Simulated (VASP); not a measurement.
# TiO2 (P4_2/mnm) in VASP: notebook, part 2 of 3

VASP 6.6.1. Earlier steps stand in the parts before.

## (4) Electric field gradients, LDA (10.20 Å³/atom)

This run uses another cell than the first one, of 10.20 Å³/atom.

Contents of INCAR:

```
PREC = Accurate
ENCUT = 520
EDIFF = 1E-8
ISMEAR = -1
SIGMA = 0.05
LREAL = False
LASPH = True
NELM = 60
ALGO = Normal
ISIF = 2
LWAVE = False
LCHARG = False
LEFG = True
NBANDS = 33
```

Contents of KPOINTS:

```
Automatic mesh
0
Gamma
  7 7 10
```

Contents of POSCAR:

```
TiO2
1.0
    4.5631668562      0.0000000000      0.0000000000
    0.0000000000      4.5631668562      0.0000000000
    0.0000000000      0.0000000000      2.9391403412
Ti O
2 4
Direct
    0.0000000000      0.0000000000      0.0000000000
    0.5000000000      0.5000000000      0.5000000000
    0.3060000000      0.3060000000      0.0000000000
    0.1940000000      0.8060000000      0.5000000000
    0.6940000000      0.6940000000      0.0000000000
    0.8060000000      0.1940000000      0.5000000000
```

Potentials or basis: VASP PAW LDA potentials, release 64 (Ti_sv, O).

The run is started by

```sh
cat potpaw_LDA.64/Ti_sv/POTCAR potpaw_LDA.64/O/POTCAR > POTCAR
mpirun -np 1 vasp_std > vasp.out
```

OUTCAR:

```text
PREC = Accurate
   ENCUT = 520
   EDIFF = 1E-8
   ISMEAR = -1
   LREAL = False
   LASPH = True
   NELM = 60
   ISIF = 2

 ion  position               nearest neighbor table
   1  0.000  0.000  0.000-   4 1.93   6 1.93   4 1.93   6 1.93   5 1.97   3 1.97
   2  0.500  0.500  0.500-   3 1.93   5 1.93   3 1.93   5 1.93   4 1.97   6 1.97
   3  0.306  0.306  0.000-   2 1.93   2 1.93   1 1.97
   4  0.194  0.806  0.500-   1 1.93   1 1.93   2 1.97
   5  0.694  0.694  0.000-   2 1.93   2 1.93   1 1.97
   6  0.806  0.194  0.500-   1 1.93   1 1.93   2 1.97

  LATTYP: Found a simple tetragonal cell.
 ALAT       =     4.5631668562
 C/A-ratio  =     0.6441010013

  Lattice vectors:

 A1 = (   4.5631668562,   0.0000000000,   0.0000000000)
 A2 = (   0.0000000000,   4.5631668562,   0.0000000000)
 A3 = (   0.0000000000,   0.0000000000,   2.9391403412)

Analysis of symmetry for initial positions (statically):
=====================================================================
 Subroutine PRICEL returns:
 Original cell was already a primitive cell.

 Routine SETGRP: Setting up the symmetry group for a
 simple tetragonal supercell.

 Subroutine GETGRP returns: Found 16 space group operations
 (whereof  8 operations were pure point group operations)
 out of a pool of 16 trial point group operations.

The static configuration has the point symmetry D_2h.
 The point group associated with its full space group is D_4h.

Analysis of symmetry for dynamics (positions and initial velocities):
=====================================================================
 Subroutine PRICEL returns:
 Original cell was already a primitive cell.

 Routine SETGRP: Setting up the symmetry group for a
 simple tetragonal supercell.

 Subroutine GETGRP returns: Found 16 space group operations
 (whereof  8 operations were pure point group operations)
 out of a pool of 16 trial point group operations.

The dynamic configuration has the point symmetry D_2h.
 The point group associated with its full space group is D_4h.

 Subroutine INISYM returns: Found 16 space group operations
 (whereof  8 operations are pure point group operations),
 and found     1 'primitive' translations

----------------------------------------------------------------------------------------

                                     Primitive cell

  volume of cell :      61.2002

  direct lattice vectors                    reciprocal lattice vectors
     4.563166856  0.000000000  0.000000000     0.219146052  0.000000000  0.000000000
     0.000000000  4.563166856  0.000000000     0.000000000  0.219146052  0.000000000
     0.000000000  0.000000000  2.939140341     0.000000000  0.000000000  0.340235540

  length of vectors
     4.563166856  4.563166856  2.939140341     0.219146052  0.219146052  0.340235540

  position of ions in fractional coordinates (direct lattice)
     0.000000000  0.000000000  0.000000000
     0.500000000  0.500000000  0.500000000
     0.306000000  0.306000000  0.000000000
     0.194000000  0.806000000  0.500000000
     0.694000000  0.694000000  0.000000000
     0.806000000  0.194000000  0.500000000

[... 104 lines left out ...]
   LORBIT       =      0    0 simple, 1 ext, 2 COOP (PROOUT), +10 PAW based schemes
   GGA     = CA    functional components
   LHFCALC =     F    Hartree Fock is set to
   AEXX    =    0.0000 exact exchange contribution
   IVDW    =     0    specifies the selected vdW correction
   LEPSILON=     F    determine dielectric tensor
   LRPA    =     F    only Hartree local field effects (RPA)
 non-spin polarized calculation
  energy-cutoff  :      520.00
  volume of cell :       61.20
 maximum number of plane-waves:      1669
 NGX is ok and might be reduce to    36
   NGX = 17   NGY = 17   NGZ = 11

 number of electron      48.0000013 magnetization

 Free energy of the ion-electron system (eV)
  ---------------------------------------------------
  ext. energy  EPLUGINS =         0.00000000
  ---------------------------------------------------
  free energy    TOTEN  =       -58.76918953 eV

  energy without entropy =      -58.76918953  energy(sigma->0) =      -58.76918953

 E-fermi :   5.6565     XC(G=0): -12.0946

 val. band max:        4.7409999764   @ k =   0.0000   0.0000   0.0000
 cond. band min:       6.6126640683   @ k =   0.0000   0.0000   0.0000
 fundamental gap:      1.8716640919
 Fermi energy:         5.6565338700

 k-point     1 :       0.0000    0.0000    0.0000
  band No.  band energies     occupation
      1     -51.3443      2.00000
      2     -51.3237      2.00000
      3     -28.0766      2.00000
      4     -28.0766      2.00000
      5     -27.8884      2.00000
      6     -27.8884      2.00000
[... 853 lines left out ...]
     32      10.3498      0.00000
     33      11.2595      0.00000

 [... further k-points ...]

------------------------ aborting loop because EDIFF is reached ----------------------------------------

  FORCE on cell =-STRESS in cart. coord.  units (eV):
  Direction    XX          YY          ZZ          XY          YZ          ZX
  --------------------------------------------------------------------------------------
  -------------------------------------------------------------------------------------
  Total       -0.5284788     -0.5284788     -1.0570332     -0.0000000      0.0000000      0.0000000
  in kB      -13.8351905    -13.8351905    -27.6723603     -0.0000000      0.0000000      0.0000000
  external PRESSURE =     -18.4475804 kB  Pullay stress =       0.0000000 kB

 VOLUME and BASIS-vectors are now :
 -----------------------------------------------------------------------------
  energy-cutoff  :      520.00
  volume of cell :       61.20
      direct lattice vectors                 reciprocal lattice vectors
     4.563166856  0.000000000  0.000000000     0.219146052  0.000000000  0.000000000
     0.000000000  4.563166856  0.000000000     0.000000000  0.219146052  0.000000000
     0.000000000  0.000000000  2.939140341     0.000000000  0.000000000  0.340235540

 POSITION                                       TOTAL-FORCE (eV/Angst)
 -----------------------------------------------------------------------------------
      0.00000      0.00000      0.00000         0.000000     -0.000000      0.000000
      2.28158      2.28158      1.46957         0.000000     -0.000000      0.000000
      1.39633      1.39633      0.00000        -0.173977     -0.173977      0.000000
      0.88525      3.67791      1.46957         0.173977     -0.173977      0.000000
      3.16684      3.16684      0.00000         0.173977      0.173977      0.000000
      3.67791      0.88525      1.46957        -0.173977      0.173977      0.000000
 -----------------------------------------------------------------------------------
    total drift:                               -0.000000      0.000000      0.000000

  FREE ENERGIE OF THE ION-ELECTRON SYSTEM (eV)
  ---------------------------------------------------
  free  energy   TOTEN  =       -58.7691895267 eV

  energy  without entropy=      -58.7691895263  energy(sigma->0) =      -58.76918953

 Electric field gradients (V/A^2)
---------------------------------------------------------------------
 ion       V_xx      V_yy      V_zz      V_xy      V_xz      V_yz
---------------------------------------------------------------------
   1      13.081    13.081   -26.161     7.784    -0.000    -0.000
   2      13.081    13.081   -26.161    -7.784     0.000     0.000
   3       1.683     1.683    -3.366    16.912     0.000    -0.000
   4       1.683     1.683    -3.366   -16.912    -0.000    -0.000
   5       1.683     1.683    -3.366    16.912    -0.000    -0.000
   6       1.683     1.683    -3.366   -16.912     0.000    -0.000
---------------------------------------------------------------------

 Electric field gradients after diagonalization (V/A^2)
 (convention: |V_zz| > |V_xx| > |V_yy|)
----------------------------------------------------------------------
 ion       V_xx      V_yy      V_zz     asymmetry (V_yy - V_xx)/ V_zz
----------------------------------------------------------------------
   1      20.864     5.297   -26.161       0.595
   2      20.864     5.297   -26.161       0.595
   3     -15.229    -3.366    18.595       0.638
   4     -15.229    -3.366    18.595       0.638
   5     -15.229    -3.366    18.595       0.638
   6     -15.229    -3.366    18.595       0.638
----------------------------------------------------------------------

           NMR quadrupolar parameters

 Cq : quadrupolar parameter    Cq=e*Q*V_zz/h
 eta: asymmetry parameters     (V_yy - V_xx)/ V_zz
 Q  : nuclear electric quadrupole moment in mb (millibarn)
----------------------------------------------------------------------
 ion       Cq(MHz)       eta       Q (mb)
----------------------------------------------------------------------
   1      -0.063       0.595       1.000
   2      -0.063       0.595       1.000
   3       0.045       0.638       1.000
   4       0.045       0.638       1.000
   5       0.045       0.638       1.000
   6       0.045       0.638       1.000
----------------------------------------------------------------------
```

OSZICAR:

```text
N       E                     dE             d eps       ncg     rms          rms(c)
DAV:   1     0.637392617345E+03    0.63739E+03   -0.24216E+04  3960   0.171E+03
DAV:   2     0.170666455434E+02   -0.62033E+03   -0.57513E+03  4303   0.511E+02
DAV:   3    -0.710264024957E+02   -0.88093E+02   -0.86400E+02  5369   0.185E+02
DAV:   4    -0.755031776128E+02   -0.44768E+01   -0.44664E+01  5769   0.395E+01
DAV:   5    -0.756527232051E+02   -0.14955E+00   -0.14953E+00  5183   0.602E+00    0.316E+01
DAV:   6    -0.593393423025E+02    0.16313E+02   -0.72892E+01  5210   0.884E+01    0.112E+01
DAV:   7    -0.591170151087E+02    0.22233E+00   -0.13130E+01  5002   0.330E+01    0.944E+00
DAV:   8    -0.588781897176E+02    0.23883E+00   -0.54648E-01  5000   0.687E+00    0.627E+00
DAV:   9    -0.588434080275E+02    0.34782E-01   -0.75493E-01  5383   0.988E+00    0.255E+00
DAV:  10    -0.587838674873E+02    0.59541E-01   -0.38803E-01  5060   0.661E+00    0.108E+00
DAV:  11    -0.587693581841E+02    0.14509E-01   -0.42602E-02  5288   0.137E+00    0.263E-01
DAV:  12    -0.587694299674E+02   -0.71783E-04   -0.35133E-03  4458   0.499E-01    0.135E-01
DAV:  13    -0.587692117099E+02    0.21826E-03   -0.67208E-04  5483   0.287E-01    0.383E-02
DAV:  14    -0.587691977667E+02    0.13943E-04   -0.15375E-04  4812   0.850E-02    0.225E-02
DAV:  15    -0.587691898701E+02    0.78966E-05   -0.16161E-05  6152   0.414E-02    0.602E-03
DAV:  16    -0.587691897465E+02    0.12358E-06   -0.33086E-06  4538   0.122E-02    0.334E-03
DAV:  17    -0.587691895315E+02    0.21507E-06   -0.48370E-07  4874   0.787E-03    0.117E-03
DAV:  18    -0.587691895267E+02    0.47039E-08   -0.58274E-08  5612   0.181E-03
   1 F= -.58769190E+02 E0= -.58769190E+02  d E =-.455389E-09
```

It took 2.1 min on 1 thread of Intel Xeon 8259CL, shared host; peak memory 0.21 GiB.

What came out:

```
Free energy                             : -58.7692 eV
Pressure                                : -1.8 GPa
Largest force                           : 0.246 eV/Å
Band gap on the k mesh                  : 1.87 eV
Largest electric field gradient by atom : Ti -26.2; O +18.6 V/Å²
```

Forces on the atoms (eV/Å):
```
Ti   0.000  0.000  0.000
Ti   0.000  0.000  0.000
O   -0.174 -0.174  0.000
O    0.174 -0.174  0.000
O    0.174  0.174  0.000
O   -0.174  0.174  0.000
```

Levels at points of the mesh, in eV from the valence-band top:
```tsv
k point	band 22	band 23	band 24	band 25	band 26	band 27
(0.00, 0.00, 0.00)	-0.43	-0.43	0.00	1.87	2.21	2.44
(0.00, 0.00, 0.50)	-2.48	-1.44	-1.44	3.00	3.00	3.20
```

Electric field gradients, principal values (V/Å²):
```tsv
atom	least	middle	greatest (by size)
1 Ti	5.297	20.864	-26.161
2 Ti	5.297	20.864	-26.161
3 O	-3.366	-15.229	18.595
4 O	-3.366	-15.229	18.595
5 O	-3.366	-15.229	18.595
6 O	-3.366	-15.229	18.595
```

Caveat: without QUAD_EFG the Cq values of the log hold for a quadrupole moment of 1 mb, not for the nuclei; an odd mesh through Γ misses points on the zone boundary, where band edges can lie.

(Continued in part 3 of 3.)
